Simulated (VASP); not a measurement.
Write the native input for VASP 6.6.1 that does the following.

| Property | Result |
| --- | --- |
| Task | single point |
| Functional | PBEsol |
| Potentials or basis | VASP PAW PBE potentials, release 64 (Be) |
| Cutoff | 520 eV |
| k mesh | 23 × 23 × 23 |
| Occupations | fermi-dirac, width 0.03 eV |
| Spin | no spin polarisation |
| Dipole correction | no |
| Further INCAR settings | ALGO = Normal; EDIFF = 1e-07; NBANDS = 7 |

The structure of Be lies in POSCAR:

```
Be
1.0
   -1.2531209513      1.2531209513      1.2280585323
    1.2531209513     -1.2531209513      1.2280585323
    1.2531209513      1.2531209513     -1.2280585323
Be
1
Direct
    0.0000000000      0.0000000000      0.0000000000
```

This cell differs from its parent crystal: zz strain of -2 %.

The input as run:

INCAR

```
SYSTEM = Be
PREC = Accurate ; ENCUT = 520
EDIFF = 1E-7 ; ISMEAR = -1
SIGMA = 0.03 ; LREAL = .FALSE.
LASPH = .TRUE. ; NELM = 80
ALGO = Normal ; ISIF = 2
LWAVE = .FALSE. ; LCHARG = .FALSE.
GGA = PS ; NBANDS = 7
```

KPOINTS

```
Automatic mesh
0
G
  23 23 23
  0 0 0
```

Potentials or basis: VASP PAW PBE potentials, release 64 (Be).

Command:

```bash
$ cat potpaw_PBE.64/Be/POTCAR > POTCAR
$ mpirun -np 1 vasp_std > vasp.out
```

It gave:

```json
{"Pressure": "0.9 GPa", "Band gap on the k mesh": "zero (band 1 reaches 11.88 eV, above the bottom of band 2 at 6.81 eV)"}
```

Caveat: the cell differs from its parent crystal (zz strain of -2 %); the PAW data sets were made with another functional, which shifts forces and pressure a little.

Run time: 18 s on 1 thread of Intel(R) Xeon(R) Platinum 8488C (Sapphire Rapids), on a shared host, peak memory 0.14 GiB.
